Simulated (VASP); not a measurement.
# LiMg12 (a cell with a defect) in VASP: relaxation of the atoms with PBE+D3(BJ)

Aim: the relaxation of the atoms of LiMg12 (a cell with a defect) with PBE+D3(BJ).

Everything below comes from runs of VASP 6.6.1. Logs are shortened: lines on timing, memory, paths and dates and some standing lists are left out, and cuts for length are marked.

## (1) The cell of the first run

The cell holds a defect, 13 atoms: a = 6.420 Å, b = 9.630 Å, c = 5.213 Å, α = 90.00°, β = 90.00°, γ = 120.00°.

## (2) Relaxation of the atoms, PBE+D3(BJ)

Contents of INCAR:

```
SYSTEM = LiMg12
PREC = Accurate ; ENCUT = 520
EDIFF = 1E-7 ; ISMEAR = -1
SIGMA = 0.05 ; LREAL = .False.
LASPH = .True. ; NELM = 80
ALGO = Normal ; ISIF = 2
LWAVE = .False. ; LCHARG = .False.
GGA = PE ; IVDW = 12
IBRION = 2 ; NSW = 45
EDIFFG = -0.08 ; LUSENCCL = .False.
```

Contents of KPOINTS:

```
Automatic mesh
0
Gamma
  3 2 3
  0 0 0
```

Contents of POSCAR:

```
LiMg12
1.0
    6.4200000000      0.0000000000      0.0000000000
   -4.8150000000      8.3398250000      0.0000000000
    0.0000000000      0.0000000000      5.2130400000
Mg Li
12 1
Direct
    0.0000000000      0.0000000000      0.0000000000
    0.1666667000      0.2222222000      0.5000000000
    0.0000000000      0.3333333000      0.0000000000
    0.1666667000      0.5555556000      0.5000000000
    0.0000000000      0.6666667000      0.0000000000
    0.1666667000      0.8888889000      0.5000000000
    0.5000000000      0.0000000000      0.0000000000
    0.6666667000      0.2222222000      0.5000000000
    0.5000000000      0.3333333000      0.0000000000
    0.6666667000      0.5555556000      0.5000000000
    0.5000000000      0.6666667000      0.0000000000
    0.6666667000      0.8888889000      0.5000000000
    0.8422770000      0.7829745000      0.2555980000
```

Potentials or basis: VASP PAW PBE potentials, release 64 (Mg, Li_sv).

Command:

```sh
$ cat potpaw_PBE.64/Mg/POTCAR potpaw_PBE.64/Li_sv/POTCAR > POTCAR
$ mpirun -np 1 vasp_std > vasp.out
```

OUTCAR:

```text
SYSTEM = LiMg12
   PREC = Accurate
   ENCUT = 520
   EDIFF = 1E-7
   ISMEAR = -1
   LREAL = .False.
   LASPH = .True.
   NELM = 80
   ISIF = 2
   GGA = PE
   IVDW = 12
   IBRION = 2
   NSW = 45
   EDIFFG = -0.08
 IVDW          = 12

 ion  position               nearest neighbor table
   1  0.000  0.000  0.000-  13 2.25  12 3.20  12 3.20   2 3.20   2 3.20   6 3.20   6 3.20   3 3.21
                             5 3.21   9 3.21  11 3.21   7 3.21   7 3.21
   2  0.167  0.222  0.500-   9 3.20   9 3.20   1 3.20   1 3.20   3 3.20   3 3.20   6 3.21  12 3.21
                             8 3.21   8 3.21  10 3.21   4 3.21
   3  0.000  0.333  0.000-   8 3.20   8 3.20   2 3.20   2 3.20   4 3.20   4 3.20   1 3.21   7 3.21
                             9 3.21   9 3.21  11 3.21   5 3.21
   4  0.167  0.556  0.500-  11 3.20  11 3.20   5 3.20   5 3.20   3 3.20   3 3.20   6 3.21  12 3.21
                            10 3.21  10 3.21   8 3.21   2 3.21
   5  0.000  0.667  0.000-  13 2.28  10 3.20  10 3.20   6 3.20   6 3.20   4 3.20   4 3.20   1 3.21
                             7 3.21  11 3.21  11 3.21   9 3.21   3 3.21
   6  0.167  0.889  0.500-  13 2.21   7 3.20   7 3.20   5 3.20   5 3.20   1 3.20   1 3.20   2 3.21
                             4 3.21   8 3.21  10 3.21  12 3.21  12 3.21
   7  0.500  0.000  0.000-   6 3.20   6 3.20   8 3.20   8 3.20  12 3.20  12 3.20   9 3.21  11 3.21
                             3 3.21   5 3.21   1 3.21   1 3.21
   8  0.667  0.222  0.500-   3 3.20   3 3.20   7 3.20   7 3.20   9 3.20   9 3.20  12 3.21   6 3.21
                             2 3.21   2 3.21   4 3.21  10 3.21
   9  0.500  0.333  0.000-   2 3.20   2 3.20   8 3.20   8 3.20  10 3.20  10 3.20   7 3.21   1 3.21
                             3 3.21   3 3.21   5 3.21  11 3.21
  10  0.667  0.556  0.500-  13 2.29   5 3.20   5 3.20  11 3.20  11 3.20   9 3.20   9 3.20  12 3.21
                             6 3.21   4 3.21   4 3.21   2 3.21   8 3.21
  11  0.500  0.667  0.000-  13 2.32   4 3.20   4 3.20  12 3.20  12 3.20  10 3.20  10 3.20   7 3.21
                             1 3.21   5 3.21   5 3.21   3 3.21   9 3.21
  12  0.667  0.889  0.500-  13 2.25   1 3.20   1 3.20  11 3.20  11 3.20   7 3.20   7 3.20  10 3.21
                             8 3.21   2 3.21   4 3.21   6 3.21   6 3.21
  13  0.842  0.783  0.256-   6 2.21   1 2.25  12 2.25   5 2.28  10 2.29  11 2.32

  LATTYP: Found a simple monoclinic cell.
 ALAT       =     6.4200000000
 B/A-ratio  =     0.8120000000
 C/A-ratio  =     1.3228757108
 COS(beta)  =    -0.1889822286

  Lattice vectors:

 A1 = (   6.4200000000,   0.0000000000,   0.0000000000)
 A2 = (   0.0000000000,   0.0000000000,   5.2130400000)
 A3 = (  -1.6050000000,  -8.3398250000,   0.0000000000)

Analysis of symmetry for initial positions (statically):
=====================================================================
 Subroutine PRICEL returns:
 Original cell was already a primitive cell.

 Routine SETGRP: Setting up the symmetry group for a
 simple monoclinic supercell.

 Subroutine GETGRP returns: Found  1 space group operations
 (whereof  1 operations were pure point group operations)
 out of a pool of  4 trial point group operations.

The static configuration has the point symmetry C_1 .

Analysis of symmetry for dynamics (positions and initial velocities):
=====================================================================
 Subroutine PRICEL returns:
 Original cell was already a primitive cell.

 Routine SETGRP: Setting up the symmetry group for a
 simple monoclinic supercell.

 Subroutine GETGRP returns: Found  1 space group operations
 (whereof  1 operations were pure point group operations)
 out of a pool of  4 trial point group operations.

The dynamic configuration has the point symmetry C_1 .

 Subroutine INISYM returns: Found  1 space group operations
 (whereof  1 operations are pure point group operations),
 and found     1 'primitive' translations

----------------------------------------------------------------------------------------

                                     Primitive cell

  volume of cell :     279.1149

  direct lattice vectors                    reciprocal lattice vectors
     6.420000000  0.000000000  0.000000000     0.155763240  0.089929945 -0.000000000
    -4.815000000  8.339825000  0.000000000     0.000000000  0.119906593  0.000000000
     0.000000000  0.000000000  5.213040000     0.000000000 -0.000000000  0.191826650

  length of vectors
     6.420000000  9.630000313  5.213040000     0.179859895  0.119906593  0.191826650

  position of ions in fractional coordinates (direct lattice)
     0.000000000  0.000000000  0.000000000
     0.166666700  0.222222200  0.500000000
     0.000000000  0.333333300  0.000000000
     0.166666700  0.555555600  0.500000000
     0.000000000  0.666666700  0.000000000
     0.166666700  0.888888900  0.500000000
     0.500000000  0.000000000  0.000000000
     0.666666700  0.222222200  0.500000000
     0.500000000  0.333333300  0.000000000
     0.666666700  0.555555600  0.500000000
     0.500000000  0.666666700  0.000000000
     0.666666700  0.888888900  0.500000000
     0.842277000  0.782974500  0.255598000

  ion indices of the primitive-cell ions
   primitive index   ion index
                 1           1
                 2           2
                 3           3
                 4           4
                 5           5
                 6           6
                 7           7
                 8           8
                 9           9
                10          10
                11          11
                12          12
                13          13

----------------------------------------------------------------------------------------

 KPOINTS: Automatic mesh

Automatic generation of k-mesh.
 Grid dimensions read from file:
 generate k-points for:    3    2    3

 Generating k-lattice:

  Cartesian coordinates                     Fractional coordinates (reciprocal lattice)
     0.051921080  0.029976648 -0.000000000     0.333333333  0.000000000  0.000000000
     0.000000000  0.059953296  0.000000000     0.000000000  0.500000000  0.000000000
     0.000000000 -0.000000000  0.063942217     0.000000000  0.000000000  0.333333333

  Length of vectors
     0.059953298  0.059953296  0.063942217

  Shift w.r.t. Gamma in fractional coordinates (k-lattice)
     0.000000000  0.000000000  0.000000000

 -----------------------------------------------------------------------------
|                                                                             |
|           W    W    AA    RRRRR   N    N  II  N    N   GGGG   !!!           |
|           W    W   A  A   R    R  NN   N  II  NN   N  G    G  !!!           |
|           W    W  A    A  R    R  N N  N  II  N N  N  G       !!!           |
|           W WW W  AAAAAA  RRRRR   N  N N  II  N  N N  G  GGG   !            |
|           WW  WW  A    A  R   R   N   NN  II  N   NN  G    G                |
|           W    W  A    A  R    R  N    N  II  N    N   GGGG   !!!           |
|                                                                             |
|     Your reciprocal lattice and k-lattice belong to different lattice       |
|     classes:                                                                |
|                                                                             |
|        The reciprocal lattice is simple monoclinic,                         |
|        whereas your k-lattice is hexagonal.                                 |
|                                                                             |
|     Results are often still useful ...                                      |
|                                                                             |
 -----------------------------------------------------------------------------

 Subroutine IBZKPT returns following result:
 ===========================================

 Found     10 irreducible k-points:

 Following reciprocal coordinates:
            Coordinates               Weight
  0.000000  0.000000  0.000000      1.000000
  0.333333  0.000000  0.000000      2.000000
  0.000000  0.500000  0.000000      1.000000
  0.333333  0.500000  0.000000      2.000000
  0.000000  0.000000  0.333333      2.000000
  0.333333  0.000000  0.333333      2.000000
 -0.333333  0.000000  0.333333      2.000000
  0.000000  0.500000  0.333333      2.000000
  0.333333  0.500000  0.333333      2.000000
 -0.333333  0.500000  0.333333      2.000000
   k-points           NKPTS =     10   k-points in BZ     NKDIM =     10   number of bands    NBANDS=     20
   number of dos      NEDOS =    301   number of ions     NIONS =     13
   total plane-waves  NPLWV = 138240
   dimension x,y,z NGX =    48 NGY =   72 NGZ =   40
   dimension x,y,z NGXF=    96 NGYF=  144 NGZF=   80
   ions per type =              12   1
   NGX,Y,Z   is equivalent  to a cutoff of  12.43, 12.43, 12.76 a.u.
   NGXF,Y,Z  is equivalent  to a cutoff of  24.86, 24.86, 25.51 a.u.
 SYSTEM =  LiMg12
   PREC   = accura    normal or accurate (medium, high low for compatibility)
   ISTART =      0    job   : 0-new  1-cont  2-samecut
   ICHARG =      2    charge: 1-file 2-atom 10-const
   ISPIN  =      1    spin polarized calculation?
   LNONCOLLINEAR =      F non collinear calculations
   LSORBIT =      F    spin-orbit coupling
   LASPH  =      T    aspherical Exc in radial PAW
   ENCUT  =  520.0 eV  38.22 Ry    6.18 a.u.  11.94 17.91  9.69*2*pi/ulx,y,z
   NELM   =     80;   NELMIN=  2; NELMDL= -5     # of ELM steps
   EDIFF  = 0.1E-06   stopping-criterion for ELM
   LREAL  =      F    real-space projection
   EDIFFG = -.8E-01   stopping-criterion for IOM
   NSW    =     45    number of steps for IOM
   IBRION =      2    ionic relax: 0-MD 1-quasi-New 2-CG
   NFREE  =      1    steps in history (QN), initial steepest desc. (CG)
   ISIF   =      2    stress and relaxation
   ISYM   =      2    0-nonsym 1-usesym 2-fastsym
   POTIM  = 0.5000    time-step for ionic-motion
   TEBEG  =    0.0;   TEEND  =   0.0 temperature during run
   PSTRESS=    0.0 pullay stress
   NELECT =      27.0000    total number of electrons
   NUPDOWN=      -1.0000    fix difference up-down
   EMIN   =  10.00;   EMAX   =-10.00  energy-range for DOS
   EFERMI =   0.00;   METHOD = LEGACY
   ISMEAR =    -1;   SIGMA  =   0.05  broadening in eV -4-tet -1-fermi 0-gaus
   EFERMI_NEDOS =   21; number of points for ismear=-14 and -15
   IALGO  =     38    algorithm
   IMIX   =      4    mixing-type and parameters
     AMIX     =   0.40;   BMIX     =  1.00
     AMIX_MAG =   1.60;   BMIX_MAG =  1.00
  volume/ion in A,a.u.               =      21.47       144.89
  Fermi-wavevector in a.u.,A,eV,Ry     =   0.751511  1.420149  7.684136  0.564768
  Thomas-Fermi vector in A             =   1.848508
   LORBIT       =      0    0 simple, 1 ext, 2 COOP (PROOUT), +10 PAW based schemes
   GGA     = PE    functional components
   LHFCALC =     F    Hartree Fock is set to
   AEXX    =    0.0000 exact exchange contribution
   IVDW    =    12    specifies the selected vdW correction
   LEPSILON=     F    determine dielectric tensor
   LRPA    =     F    only Hartree local field effects (RPA)
 conjugate gradient relaxation of ions
 non-spin polarized calculation
  energy-cutoff  :      520.00
  volume of cell :      279.11
 maximum number of plane-waves:      7549
   NGX = 23   NGY = 35   NGZ = 19

--------------------------------------- Ionic step        1  -------------------------------------------

 number of electron      27.0000005 magnetization

 Free energy of the ion-electron system (eV)
  ---------------------------------------------------
  ext. energy  EPLUGINS =         0.00000000
  ---------------------------------------------------
  free energy    TOTEN  =       -17.15271498 eV

  energy without entropy =      -17.08745549  energy(sigma->0) =      -17.12008524

------------------------ aborting loop because EDIFF is reached ----------------------------------------

 Edisp (eV)   -3.77836

 E8    (eV) :    -1.6530

  FORCE on cell =-STRESS in cart. coord.  units (eV):
  Direction    XX          YY          ZZ          XY          YZ          ZX
  --------------------------------------------------------------------------------------
  -------------------------------------------------------------------------------------
  Total       0.76106     1.60552     2.80093    -0.03284    -0.01566    -0.03482
  in kB       4.36864     9.21604    16.07789    -0.18852    -0.08991    -0.19987
  external pressure =        9.89 kB  Pullay stress =        0.00 kB
[... 389 lines left out ...]
  energy  without entropy=      -21.8539019801  energy(sigma->0) =      -21.88615719

--------------------------------------- Ionic step        9  -------------------------------------------

 number of electron      27.0000001 magnetization

 Free energy of the ion-electron system (eV)
  ---------------------------------------------------
  ext. energy  EPLUGINS =         0.00000000
  ---------------------------------------------------
  free energy    TOTEN  =       -18.15111096 eV

  energy without entropy =      -18.08722458  energy(sigma->0) =      -18.11916777

 E-fermi :   2.7281     XC(G=0):  -8.5759

 val. band max:        2.6706822058   @ k =   0.0000   0.5000   0.0000
 cond. band min:       2.7305173295   @ k =   0.3333   0.5000   0.0000
 fundamental gap:      0.0598351237
 Fermi energy:         2.7280588290

 k-point     1 :       0.0000    0.0000    0.0000
  band No.  band energies     occupation
      1     -43.7764      2.00000
      2      -4.1865      2.00000
      3      -2.1886      2.00000
      4      -1.9433      2.00000
      5      -0.5447      2.00000
      6      -0.4520      2.00000
[... 12 lines left out ...]
     19       4.4444      0.00000
[... 250 lines left out ...]
  FREE ENERGIE OF THE ION-ELECTRON SYSTEM (eV)
  ---------------------------------------------------
  free  energy   TOTEN  =       -21.9317717133 eV

  energy  without entropy=      -21.8678853277  energy(sigma->0) =      -21.89982852

 reached required accuracy - stopping structural energy minimisation
```

Wall time 3.2 min (1 × NVIDIA H100 80GB with 1 thread of AMD EPYC 7R13 (Zen 3), shared host); peak memory 1.4 GiB.

Results:

* Free energy: -21.9318 eV
* Energy gained by relaxing: 77.0 meV/atom
* Ionic steps: 9
* Largest force after relaxing: 0.074 eV/Å
* Dispersion energy per atom: -0.291 eV

Forces on the atoms (eV/Å):
```
Mg   0.018 -0.008  0.043
Mg   0.006  0.018  0.049
Mg   0.030  0.022 -0.047
Mg   0.000  0.068 -0.001
Mg   0.024 -0.003 -0.063
Mg  -0.023 -0.015  0.021
Mg   0.000 -0.067  0.013
Mg  -0.035 -0.006  0.044
Mg   0.002 -0.009 -0.043
Mg  -0.019 -0.005 -0.026
Mg  -0.036 -0.014 -0.063
Mg   0.014 -0.019  0.041
Li   0.020  0.039  0.032
```

The path:
| step | energy change (eV) | largest force (eV/Å) | pressure (GPa) |
| --- | --- | --- | --- |
| 1 | 0.0000 | 1.6205 | 0.99 |
| 2 | -0.4575 | 0.9798 | 0.56 |
| 3 | -0.8613 | 0.4815 | 0.46 |
| 4 | -0.8666 | 0.4356 | 0.41 |
| 5 | -0.9074 | 0.3241 | 0.38 |
| 6 | -0.9452 | 0.2395 | 0.36 |
| 7 | -0.9705 | 0.1616 | 0.34 |
| 8 | -0.9873 | 0.1613 | 0.35 |
| 9 | -1.0007 | 0.0740 | 0.34 |

Final structure:
```cif
data_structure
_symmetry_space_group_name_H-M 'P 1'
_symmetry_Int_Tables_number 1
_cell_length_a 6.4200
_cell_length_b 9.6300
_cell_length_c 5.2130
_cell_angle_alpha 90.000
_cell_angle_beta 90.000
_cell_angle_gamma 120.000
_cell_volume 279.11
loop_
_atom_site_label
_atom_site_type_symbol
_atom_site_fract_x
_atom_site_fract_y
_atom_site_fract_z
_atom_site_occupancy
Mg1 Mg 0.02050 0.02863 0.97254 1
Mg2 Mg 0.16015 0.21873 0.47914 1
Mg3 Mg 0.99451 0.33025 0.98995 1
Mg4 Mg 0.16807 0.55881 0.46478 1
Mg5 Mg 0.00573 0.64879 0.96210 1
Mg6 Mg 0.20050 0.90465 0.54227 1
Mg7 Mg 0.49906 0.99746 0.03749 1
Mg8 Mg 0.67419 0.22628 0.51063 1
Mg9 Mg 0.50659 0.33636 0.01863 1
Mg10 Mg 0.64594 0.52799 0.52539 1
Mg11 Mg 0.47065 0.65279 0.96322 1
Mg12 Mg 0.66047 0.90671 0.53900 1
Li1 Li 0.83593 0.77886 0.25044 1
```

Caveat: the k points lie up to 0.40 Å⁻¹ apart; the cutoff is under 1.25 times the usual one of these potentials, so pressure, stress and relaxed cells hold a basis-set (Pulay) error; the relaxation stopped at a loose force limit of 0.08 eV/Å, so its end isn't a converged minimum.
